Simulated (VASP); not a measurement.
A run of VASP 6.6.1 is set up as follows.

POSCAR

```
Ba
1.0
    2.5129545187      2.5129545187      2.5129545187
   -2.5129545187      2.5129545187      2.5129545187
   -2.5129545187     -2.5129545187      2.5129545187
Ba
1
Direct
    0.0000000000      0.0000000000      0.0000000000
```

The input INCAR.step1:

```
SYSTEM = Ba
ALGO     = Normal         ! electronic algorithm
EDIFF    = 1E-5           ! SCF threshold, eV
ENCUT    = 550            ! plane-wave cutoff, eV
GGA      = PE             ! functional
GGA_COMPAT= .False.      
ISMEAR   = -1             ! smearing method
LASPH    = .True.         ! aspherical terms in the spheres
LCHARG   = .False.        ! write CHGCAR
LREAL    = .False.        ! projectors in reciprocal space
LWAVE    = .True.         ! write WAVECAR
NBANDS   = 11             ! bands
NELM     = 120            ! most SCF steps
PREC     = Accurate       ! precision mode
SIGMA    = 0.05           ! smearing width, eV
```

File INCAR.step2:

```
SYSTEM = Ba
ALGO     = Normal         ! electronic algorithm
EDIFF    = 1E-6           ! SCF threshold, eV
ENCUT    = 550            ! plane-wave cutoff, eV
GGA_COMPAT= .False.      
ISIF     = 2              ! what is computed and relaxed
ISMEAR   = -1             ! smearing method
ISTART   = 1            
IVDW     = 12             ! dispersion correction
LASPH    = .True.         ! aspherical terms in the spheres
LCHARG   = .False.        ! write CHGCAR
LMIXTAU  = .True.       
LREAL    = .False.        ! projectors in reciprocal space
LWAVE    = .False.        ! write WAVECAR
METAGGA  = R2SCAN         ! meta-GGA
NBANDS   = 11             ! bands
NELM     = 120            ! most SCF steps
PREC     = Accurate       ! precision mode
SIGMA    = 0.05           ! smearing width, eV
VDW_A1   = 0.49484001   
VDW_A2   = 5.73083694   
VDW_S6   = 1.0          
VDW_S8   = 0.78981345
```

KPOINTS

```
k-points
0
Gamma
  7 7 7
  0 0 0
```

Potentials or basis: VASP PAW PBE potentials, release 64 (Ba_sv).

Run with:

```sh
$ cat potpaw_PBE.64/Ba_sv/POTCAR > POTCAR
$ cp INCAR.step1 INCAR
$ mpirun -np 1 vasp_std > vasp.out
$ cp INCAR.step2 INCAR
$ mpirun -np 1 vasp_std > vasp.out
```

Q: Estimate the band gap on the k mesh.

A: Zero (bands 5 and 6 overlap by 0.85 eV).

Q: Predict the pressure.

A: 0.1 GPa.

Q: Estimate the dispersion energy per atom.

A: -0.094 eV.

Caveat: the PAW data sets were made with another functional, which shifts forces and pressure a little; spin-orbit coupling is left out, which moves the levels of the heavy elements.
